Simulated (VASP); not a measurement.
Write the native input for VASP 6.6.1 that does the following.

- Task: single point
- Functional: PBE
- Potentials or basis: VASP PAW PBE potentials, release 64 (Si, W_sv)
- Cutoff: 520 eV
- k mesh: 6 × 6 × 10
- Occupations: gaussian, width 0.1 eV
- Spin: no spin polarisation
- Dipole correction: no
- Further INCAR settings: ALGO = Fast; EDIFF = 1e-06; NBANDS = 61

The structure of Si2W3 lies in POSCAR:

```
Si2W3
1.0
    6.6300343037      0.0000000000      0.0000000000
    0.0000000000      6.6300343037      0.0000000000
    0.0000000000      0.0000000000      3.3123213854
Si W
4 6
Direct
    0.1342329882      0.6342329882      0.0000000000
    0.8657670118      0.3657670118      0.0000000000
    0.6342329882      0.8657670118      0.0000000000
    0.3657670118      0.1342329882      0.0000000000
    0.5000000000      0.5000000000      0.0000000000
    0.0000000000      0.0000000000      0.0000000000
    0.6595119703      0.1595119703      0.5000000000
    0.3404880297      0.8404880297      0.5000000000
    0.1595119703      0.3404880297      0.5000000000
    0.8404880297      0.6595119703      0.5000000000
```

The input as run:

INCAR

```
ALGO = Fast
EDIFF = 1E-6
ENCUT = 520
GGA = PE
ISIF = 2
ISMEAR = 0
LASPH = T
LCHARG = F
LREAL = F
LWAVE = F
NBANDS = 61
NELM = 60
PREC = Accurate
SIGMA = 0.1
```

KPOINTS

```
k-points
0
Gamma
  6 6 10
```

Potentials or basis: VASP PAW PBE potentials, release 64 (Si, W_sv).

Launch:

```bash
$ cat potpaw_PBE.64/Si/POTCAR potpaw_PBE.64/W_sv/POTCAR > POTCAR
$ mpirun -np 1 vasp_std > vasp.out
```

It gave:

```yaml
Pressure: 0.2 GPa
Largest_force: 0.011 eV/Å
Band_gap_on_the_k_mesh: zero (bands 50 and 51 overlap by 1.65 eV)
```

Caveat: spin-orbit coupling is left out, which moves the levels of the heavy elements.

It took 16 min on 1 thread of Intel(R) Xeon(R) Platinum 8259CL CPU @ 2.50GHz (Skylake/Cascade Lake), on a shared host, peak memory 0.5 GiB.
